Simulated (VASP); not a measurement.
# Rb in VASP: a series of runs

Runs on Rb. Level: PBE. Tasks: single point.

Everything below comes from runs of VASP 6.6.1. Logs are shortened: lines on timing, memory, paths and dates and some standing lists are left out, and cuts for length are marked.

## (1) The cell of the first run

The structure is cubic, space group Im-3m (No. 229). Conventional cell: a = 5.668 Å, b = 5.668 Å, c = 5.668 Å, α = 90.00°, β = 90.00°, γ = 90.00°.

## (2) Single point, PBE (volume scaled by 1.03)

INCAR

```
SYSTEM = Rb
PREC = Accurate ; ENCUT = 520
EDIFF = 1E-7 ; ISMEAR = -1
SIGMA = 0.05 ; LREAL = .False.
LASPH = .True. ; NELM = 100
ALGO = Normal ; ISIF = 2
LWAVE = .False. ; LCHARG = .False.
GGA = PE ; NBANDS = 10
```

KPOINTS

```
regular mesh
0
Gamma
  8 8 8
  0 0 0
```

POSCAR

```
Rb
1.0
   -2.8337839851      2.8337839851      2.8337839851
    2.8337839851     -2.8337839851      2.8337839851
    2.8337839851      2.8337839851     -2.8337839851
Rb
1
Direct
    0.0000000000      0.0000000000      0.0000000000
```

Potentials or basis: VASP PAW PBE potentials, release 64 (Rb_sv).

The run is started by

```
$ cat potpaw_PBE.64/Rb_sv/POTCAR > POTCAR
$ mpirun -np 1 vasp_std > vasp.out
```

OUTCAR:

```text
SYSTEM = Rb
   PREC = Accurate
   ENCUT = 520
   EDIFF = 1E-7
   ISMEAR = -1
   LREAL = .False.
   LASPH = .True.
   NELM = 100
   ISIF = 2
   GGA = PE

 ion  position               nearest neighbor table
   1  0.000  0.000  0.000-

  LATTYP: Found a body centered cubic cell.
 ALAT       =     5.6675679702

  Lattice vectors:

 A1 = (  -2.8337839851,   2.8337839851,   2.8337839851)
 A2 = (   2.8337839851,  -2.8337839851,   2.8337839851)
 A3 = (   2.8337839851,   2.8337839851,  -2.8337839851)

Analysis of symmetry for initial positions (statically):
=====================================================================
 Subroutine PRICEL returns:
 Original cell was already a primitive cell.

 Routine SETGRP: Setting up the symmetry group for a
 body centered cubic supercell.

 Subroutine GETGRP returns: Found 48 space group operations
 (whereof 48 operations were pure point group operations)
 out of a pool of 48 trial point group operations.

The static configuration has the point symmetry O_h .

Analysis of symmetry for dynamics (positions and initial velocities):
=====================================================================
 Subroutine PRICEL returns:
 Original cell was already a primitive cell.

 Routine SETGRP: Setting up the symmetry group for a
 body centered cubic supercell.

 Subroutine GETGRP returns: Found 48 space group operations
 (whereof 48 operations were pure point group operations)
 out of a pool of 48 trial point group operations.

The dynamic configuration has the point symmetry O_h .

 Subroutine INISYM returns: Found 48 space group operations
 (whereof 48 operations are pure point group operations),
 and found     1 'primitive' translations

----------------------------------------------------------------------------------------

                                     Primitive cell

  volume of cell :      91.0249

  direct lattice vectors                    reciprocal lattice vectors
    -2.833783985  2.833783985  2.833783985     0.000000000  0.176442524  0.176442524
     2.833783985 -2.833783985  2.833783985     0.176442524  0.000000000  0.176442524
     2.833783985  2.833783985 -2.833783985     0.176442524  0.176442524  0.000000000

  length of vectors
     4.908257840  4.908257840  4.908257840     0.249527411  0.249527411  0.249527411
[... 75 lines left out ...]
   LSORBIT =      F    spin-orbit coupling
   LASPH  =      T    aspherical Exc in radial PAW
   ENCUT  =  520.0 eV  38.22 Ry    6.18 a.u.   9.13  9.13  9.13*2*pi/ulx,y,z
   NELM   =    100;   NELMIN=  2; NELMDL= -5     # of ELM steps
   EDIFF  = 0.1E-06   stopping-criterion for ELM
   LREAL  =      F    real-space projection
   EDIFFG = 0.1E-05   stopping-criterion for IOM
   NSW    =      0    number of steps for IOM
   IBRION =     -1    ionic relax: 0-MD 1-quasi-New 2-CG
   NFREE  =      0    steps in history (QN), initial steepest desc. (CG)
   ISIF   =      2    stress and relaxation
   ISYM   =      2    0-nonsym 1-usesym 2-fastsym
   POTIM  = 0.5000    time-step for ionic-motion
   TEBEG  =    0.0;   TEEND  =   0.0 temperature during run
   PSTRESS=    0.0 pullay stress
   NELECT =       9.0000    total number of electrons
   NUPDOWN=      -1.0000    fix difference up-down
   EMIN   =  10.00;   EMAX   =-10.00  energy-range for DOS
   EFERMI =   0.00;   METHOD = LEGACY
   ISMEAR =    -1;   SIGMA  =   0.05  broadening in eV -4-tet -1-fermi 0-gaus
   EFERMI_NEDOS =   21; number of points for ismear=-14 and -15
   IALGO  =     38    algorithm
   IMIX   =      4    mixing-type and parameters
     AMIX     =   0.40;   BMIX     =  1.00
     AMIX_MAG =   1.60;   BMIX_MAG =  1.00
  volume/ion in A,a.u.               =      91.02       614.27
  Fermi-wavevector in a.u.,A,eV,Ry     =   0.757011  1.430544  7.797034  0.573066
  Thomas-Fermi vector in A             =   1.855261
   LORBIT       =      0    0 simple, 1 ext, 2 COOP (PROOUT), +10 PAW based schemes
   GGA     = PE    functional components
   LHFCALC =     F    Hartree Fock is set to
   AEXX    =    0.0000 exact exchange contribution
   IVDW    =     0    specifies the selected vdW correction
   LEPSILON=     F    determine dielectric tensor
   LRPA    =     F    only Hartree local field effects (RPA)
 non-spin polarized calculation
  energy-cutoff  :      520.00
  volume of cell :       91.02
 maximum number of plane-waves:      2491
 NGX is ok and might be reduce to    40
   NGX = 19   NGY = 19   NGZ = 19

 number of electron       9.0000000 magnetization

 Free energy of the ion-electron system (eV)
  ---------------------------------------------------
  ext. energy  EPLUGINS =         0.00000000
  ---------------------------------------------------
  free energy    TOTEN  =        -0.93546712 eV

  energy without entropy =       -0.92477272  energy(sigma->0) =       -0.93011992

 E-fermi :   0.0327     XC(G=0):  -5.4657

 val. band max:       -0.0083276283   @ k =   0.2500   0.2500   0.0000
 cond. band min:       0.0903464246   @ k =   0.3750   0.1250   0.0000
 fundamental gap:      0.0986740529
 Fermi energy:         0.0327379754

 k-point     1 :       0.0000    0.0000    0.0000
  band No.  band energies     occupation
      1     -28.8909      2.00000
      2     -12.9332      2.00000
      3     -12.9332      2.00000
      4     -12.9332      2.00000
      5      -1.9603      2.00000
      6       3.6898      0.00000
      7       3.6898      0.00000
      8       3.6898      0.00000
      9       4.6235      0.00000
     10       4.6235      0.00000
[... 287 lines left out ...]
 k-point    24 :      -0.3750    0.3750    0.2500
  band No.  band energies     occupation
      1     -28.8856      2.00000
      2     -13.0044      2.00000
      3     -12.9785      2.00000
      4     -12.9689      2.00000
      5       0.1240      0.27746
      6       1.7022      0.00000
      7       2.9299      0.00000
      8       2.9684      0.00000
      9       4.0149      0.00000
     10       5.1669      0.00000

 [... further k-points ...]
[... 5 lines left out ...]
  --------------------------------------------------------------------------------------
  -------------------------------------------------------------------------------------
  Total        0.0063176      0.0063176      0.0063176      0.0000000      0.0000000     -0.0000000
  in kB        0.1111986      0.1111986      0.1111986      0.0000000      0.0000000     -0.0000000
  external PRESSURE =       0.1111986 kB  Pullay stress =       0.0000000 kB

 VOLUME and BASIS-vectors are now :
 -----------------------------------------------------------------------------
  energy-cutoff  :      520.00
  volume of cell :       91.02
      direct lattice vectors                 reciprocal lattice vectors
    -2.833783985  2.833783985  2.833783985     0.000000000  0.176442524  0.176442524
     2.833783985 -2.833783985  2.833783985     0.176442524  0.000000000  0.176442524
     2.833783985  2.833783985 -2.833783985     0.176442524  0.176442524  0.000000000

 POSITION                                       TOTAL-FORCE (eV/Angst)
 -----------------------------------------------------------------------------------
      0.00000      0.00000      0.00000         0.000000      0.000000     -0.000000
 -----------------------------------------------------------------------------------
    total drift:                               -0.000000      0.000000     -0.000000

  FREE ENERGIE OF THE ION-ELECTRON SYSTEM (eV)
  ---------------------------------------------------
  free  energy   TOTEN  =        -0.9354671186 eV

  energy  without entropy=       -0.9247727178  energy(sigma->0) =       -0.93011992
```

OSZICAR:

```text
N       E                     dE             d eps       ncg     rms          rms(c)
DAV:   1     0.415808369216E+02    0.41581E+02   -0.32623E+03   580   0.652E+02
DAV:   2     0.194681070317E+01   -0.39634E+02   -0.39003E+02   640   0.124E+02
DAV:   3    -0.811659645192E+00   -0.27585E+01   -0.27507E+01   788   0.330E+01
DAV:   4    -0.931799025775E+00   -0.12014E+00   -0.12009E+00   804   0.597E+00
DAV:   5    -0.933862789488E+00   -0.20638E-02   -0.20634E-02   818   0.715E-01    0.123E+00
DAV:   6    -0.934422280082E+00   -0.55949E-03   -0.20106E-03   780   0.252E-01    0.742E-01
DAV:   7    -0.935340093441E+00   -0.91781E-03   -0.31038E-03   674   0.321E-01    0.463E-02
DAV:   8    -0.935454727126E+00   -0.11463E-03   -0.11535E-04   676   0.824E-02    0.198E-02
DAV:   9    -0.935467294167E+00   -0.12567E-04   -0.12724E-05   752   0.278E-02    0.509E-03
DAV:  10    -0.935467080894E+00    0.21327E-06   -0.35435E-06   836   0.105E-02    0.119E-03
DAV:  11    -0.935467118574E+00   -0.37680E-07   -0.93042E-08   534   0.206E-03
   1 F= -.93546712E+00 E0= -.93011992E+00  d E =-.106944E-01
```

It took 15 s on 1 thread of Intel Xeon Platinum 8488C (Sapphire Rapids), shared host; peak memory 0.23 GiB.

What came out:

```
Free energy : -0.9355 eV
Pressure    : 0.0 GPa
```

## (3) Single point, PBE (volume scaled by 1.06)

INCAR

```
PREC = Accurate
ENCUT = 520
EDIFF = 1E-6
ISMEAR = -1
SIGMA = 0.05
LREAL = F
LASPH = T
NELM = 80
ALGO = Normal
ISIF = 2
LWAVE = F
LCHARG = F
GGA = PE
NBANDS = 10
```

KPOINTS

```
Automatic mesh
0
Gamma
  8 8 8
```

POSCAR

```
Rb
1.0
   -2.8610335797      2.8610335797      2.8610335797
    2.8610335797     -2.8610335797      2.8610335797
    2.8610335797      2.8610335797     -2.8610335797
Rb
1
Direct
    0.0000000000      0.0000000000      0.0000000000
```

Potentials or basis: VASP PAW PBE potentials, release 64 (Rb_sv).

The run is started by

```
$ cat potpaw_PBE.64/Rb_sv/POTCAR > POTCAR
$ mpirun -np 1 vasp_std > vasp.out
```

It took 14 s on 1 thread of Intel Xeon Platinum 8488C (Sapphire Rapids), shared host; peak memory 0.23 GiB.

The run converged. Its results:

| Property | Result |
| --- | --- |
| Free energy | -0.9350 eV |
| Pressure | -0.1 GPa |

Levels at points of the mesh, in eV from the Fermi level:
```csv
k point,band 1,band 2,band 3,band 4,band 5,band 6,band 7,band 8,band 9
"(0.00, 0.00, 0.00)",-28.94,-12.98,-12.98,-12.98,-1.95,3.63,3.63,3.63,4.54
"(0.50, 0.00, 0.00)",-28.94,-13.07,-13.01,-12.98,0.22,0.74,2.56,4.17,5.06
"(0.50, 0.50, 0.50)",-28.93,-13.05,-13.05,-13.05,1.26,1.26,3.16,3.16,3.16
```

## (4) Single point, PBE (z stretched by -1 % at fixed volume)

INCAR

```
SYSTEM = Rb
  PREC = Accurate
  ENCUT = 520
  EDIFF = 1E-6
  ISMEAR = -1
  SIGMA = 0.05
  LREAL = .FALSE.
  LASPH = .TRUE.
  NELM = 60
  ALGO = Normal
  ISIF = 2
  LWAVE = .FALSE.
  LCHARG = .FALSE.
  GGA = PE
  NBANDS = 10
```

KPOINTS

```
regular mesh
0
G
  8 8 8
  0 0 0
```

POSCAR

```
Rb
1.0
   -2.8201361097      2.8201361097      2.7779400000
    2.8201361097     -2.8201361097      2.7779400000
    2.8201361097      2.8201361097     -2.7779400000
Rb
1
Direct
    0.0000000000      0.0000000000      0.0000000000
```

The run is started by

```
$ cat potpaw_PBE.64/Rb_sv/POTCAR > POTCAR
$ mpirun -np 1 vasp_std > vasp.out
```

It took 37 s on 1 thread of Oxide Virtual Turin-like, shared host; peak memory 0.19 GiB.

The run converged. Its results:

```
Free energy : -0.9346 eV
Pressure    : 0.1 GPa
```

Levels at points of the mesh, in eV from the Fermi level:
```csv
k point,band 2,band 3,band 4,band 5,band 6,band 7
"(0.00, 0.00, 0.00)",-12.95,-12.95,-12.95,-2.03,3.63,3.71
"(0.50, 0.00, 0.00)",-13.05,-12.98,-12.95,0.22,0.79,2.54
"(0.50, 0.50, 0.00)",-13.05,-12.98,-12.95,0.19,0.76,2.62
"(0.50, 0.50, 0.50)",-13.02,-13.02,-13.02,1.20,1.24,3.26
```

## (5) Overview

```csv
cell,gap on the mesh (eV),pressure (GPa)
"a = 4.908 Å, angles 109.5°, 1 atom",none,0.0
"a = 4.955 Å, angles 109.5°, 1 atom",none,-0.1
"a = 4.860 Å, angles 109.1, 109.1, 110.3°, 1 atom",none,0.1
```

Alike in all rows: task single point; level PBE; potentials or basis VASP PAW PBE potentials, release 64 (Rb_sv); no spin polarisation; k mesh 8 × 8 × 8; cutoff (eV) 520; smearing fermi-dirac 0.05 eV.

Total energies depend on the potentials used, so only differences within one code and one set of settings carry meaning.
